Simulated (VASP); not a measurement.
Set up this calculation in VASP 6.6.1, as the native input.

```yaml
Task: single point
Functional: PBE
Potentials_or_basis: VASP PAW PBE potentials, release 64 (Rb_sv, Zr_sv, Br)
Cutoff: 520 eV
k_mesh: 4 × 4 × 2
Occupations: gaussian, width 0.1 eV
Spin: no spin polarisation
Dipole_correction: no
Further_INCAR_settings: ALGO = Normal; EDIFF = 1e-06; NBANDS = 46
```

The structure of Rb2ZrBr6 lies in POSCAR:

```
Rb2ZrBr6
1.0
    5.4804193800      0.0000000000      0.0000000000
    0.0000000000      5.4804193800      0.0000000000
    0.0000000000      0.0000000000     10.9608387700
Rb Zr Br
2 1 6
Direct
    0.5000000000      0.5000000000      0.2500000000
    0.5000000000      0.5000000000      0.7500000000
    0.0000000000      0.0000000000      0.0000000000
    0.5000000000      0.0000000000      0.0000000000
    0.0000000000      0.5000000000      0.0000000000
    0.0000000000      0.0000000000      0.2444658900
    0.5000000000      0.0000000000      0.5000000000
    0.0000000000      0.5000000000      0.5000000000
    0.0000000000      0.0000000000      0.7555341100
```

One way to write it, as run:

INCAR

```
SYSTEM = Rb2ZrBr6
PREC = Accurate
ENCUT = 520
EDIFF = 1E-6
ISMEAR = 0
SIGMA = 0.1
LREAL = .FALSE.
LASPH = .TRUE.
NELM = 60
ALGO = Normal
ISIF = 2
LWAVE = .FALSE.
LCHARG = .FALSE.
GGA = PE
NBANDS = 46
```

KPOINTS

```
Automatic mesh
0
G
  4 4 2
  0 0 0
```

Potentials or basis: VASP PAW PBE potentials, release 64 (Rb_sv, Zr_sv, Br).

Launch:

```sh
$ cat potpaw_PBE.64/Rb_sv/POTCAR potpaw_PBE.64/Zr_sv/POTCAR potpaw_PBE.64/Br/POTCAR > POTCAR
$ mpirun -np 1 vasp_std > vasp.out
```

Results of the run:

The pressure is -1.4 GPa and the largest force is 1.088 eV/Å. The band gap on the k mesh is zero (bands 36 and 37 overlap by 0.39 eV).

Caveat: forces of over 1 eV/Å act on the atoms, so gaps and moduli don't describe the material at rest.

Wall time 4.8 min on 1 thread of AMD EPYC 7R43 64-Core Processor (Zen 3) (shared host), peak memory 0.43 GiB.
